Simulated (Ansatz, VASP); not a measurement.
**One calculation of InP3, two programs**

INCAR

```
PREC     = Accurate       # precision mode
ENCUT    = 520            # plane-wave cutoff, eV
EDIFF    = 1E-6           # SCF threshold, eV
ISMEAR   = 0              # smearing method
SIGMA    = 0.1            # smearing width, eV
LREAL    = False          # projectors in reciprocal space
LASPH    = True           # aspherical terms in the spheres
NELM     = 100            # most SCF steps
ALGO     = Normal         # electronic algorithm
ISIF     = 2              # what is computed and relaxed
LWAVE    = False          # write WAVECAR
LCHARG   = False          # write CHGCAR
GGA      = PS             # functional
NBANDS   = 22             # bands
```

KPOINTS

```
regular mesh
0
Gamma
  10 10 10
```

POSCAR

```
InP3
1.0
    4.3332725646      0.0000000000      0.0000000000
    0.0000000000      4.3332725646      0.0000000000
    0.0000000000      0.0000000000      4.3332725646
In P
1 3
Direct
    0.0000000000      0.0000000000      0.0000000000
    0.5000000000      0.0000000000      0.5000000000
    0.0000000000      0.5000000000      0.5000000000
    0.5000000000      0.5000000000      0.0000000000
```

Input for Ansatz:

```yaml
crystal:
  lattice:
    - [4.3332725646, 0.0, 0.0]
    - [0.0, 4.3332725646, 0.0]
    - [0.0, 0.0, 4.3332725646]
  atoms:
    - { symbol: In, position: [0.0, 0.0, 0.0] }
    - { symbol: P, position: [0.5, 0.0, 0.5] }
    - { symbol: P, position: [0.0, 0.5, 0.5] }
    - { symbol: P, position: [0.5, 0.5, 0.0] }
basis:
  ecutwfc: 420
kpoints:
  mp_grid: { grid: [10, 10, 10] }
hamiltonian:
  xc: pbesol
scf:
  occupations: { method: gaussian, width: 0.1 }
output:
  forces: true
  stress: true
  eigenvalues: true
  populations: true
```

Alike in both runs: task single point; functional PBEsol; k mesh 10 × 10 × 10; occupations gaussian, width 0.1 eV; no spin polarisation.

|  | VASP | Ansatz |
| --- | --- | --- |
| version | VASP 6.6.1 | Ansatz 0.2.0 |
| potentials or method | VASP PAW PBE potentials, release 64 (In_d, P), cutoff 520 eV | scalar-relativistic, plane waves, PAW |
| valence electrons in the cell | 28 | 28 |

VASP gave:

| Quantity | Value |
| --- | --- |
| gap on the k mesh at the Fermi level (eV) | none |
| pressure (GPa) | -10.3 |

Problem. What did Ansatz give for the same quantities?

Solution. gap on the k mesh at the Fermi level (eV): none; pressure (GPa): -10.4.

VASP's potentials were made for PBE, not for PBEsol. A gap of «none» marks a metal or a gap that the smearing closes.
